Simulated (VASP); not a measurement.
The system is Si2Ni.

```
Ni Si
1.0
     0.00000    2.70300    2.70300
     2.70300    0.00000    2.70300
     2.70300    2.70300    0.00000
Ni Si
1 2
Cartesian
  0.0000 0.0000 0.0000
  4.0545 4.0545 4.0545
  1.3515 1.3515 1.3515
```

Base run:

| Item | Value |
| --- | --- |
| Program | VASP 6.6.1 |
| Functional | PBE |
| Potentials or basis | VASP PAW PBE potentials, release 64 (Ni_sv_GW, Si) |
| Cutoff | 690 eV |
| k mesh | 7 × 7 × 7 |
| Occupations | fermi-dirac, width 0.05 eV |
| Spin | collinear spin, ferromagnetic start |
| Starting moments | [1.2, 0.0, 0.0] μB |
| Fixed moment | 1.2 μB |

Its results: pressure 11.6 GPa; site moments Ni +0.52; Si +0.15 μB.

Question: The run is repeated on the same cell with these changes: fixed moment from 1.2 μB to 2 μB; moments at the start from [1.2, 0.0, 0.0] to [2.0, 0.0, 0.0]. What comes out?

Answer: Pressure 23.2 GPa; site moments Ni +0.80; Si +0.26 μB.

Caveats: the cell stands under pressure; the total moment is fixed, so each spin has its own Fermi level and the state may be an excited one.
